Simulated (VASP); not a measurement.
Wanted: the native input for a VASP 6.6.1 run.

```yaml
Task: single point
Functional: LDA
Potentials_or_basis: VASP PAW LDA potentials, release 64 (Se)
Cutoff: 520 eV
k_mesh: 9 × 9 × 6
Occupations: fermi-dirac, width 0.05 eV
Spin: no spin polarisation
Dipole_correction: no
Further_INCAR_settings: ALGO = Normal; EDIFF = 1e-07; NBANDS = 16
```

The structure of Se lies in POSCAR:

```
Se
1.0
    4.0054831336      0.0000000000      0.0000000000
   -2.0027415668      3.4688501481      0.0000000000
    0.0000000000      0.0000000000      5.1879149436
Se
3
Direct
    0.2543546525      1.0000000000      0.3333333333
    1.0000000000      0.2543546525      0.6666666667
    0.7456453475      0.7456453475      1.0000000000
```

One way to write it, as run:

INCAR

```
  ALGO = Normal
  EDIFF = 1E-7
  ENCUT = 520
  ISIF = 2
  ISMEAR = -1
  LASPH = True
  LCHARG = False
  LREAL = False
  LWAVE = False
  NBANDS = 16
  NELM = 60
  PREC = Accurate
  SIGMA = 0.05
```

KPOINTS

```
k-points
0
Gamma
  9 9 6
```

Potentials or basis: VASP PAW LDA potentials, release 64 (Se).

Command:

```bash
$ cat potpaw_LDA.64/Se/POTCAR > POTCAR
$ mpirun -np 1 vasp_std > vasp.out
```

Results of the run:

```
Pressure               : -2.5 GPa
Largest force          : 0.197 eV/Å
Band gap on the k mesh : 0.27 eV
```

Caveat: an odd mesh through Γ misses points on the zone boundary, where band edges can lie.

Wall time 78 s on 1 thread of Intel Xeon 8259CL, on a shared host, peak memory 0.19 GiB.
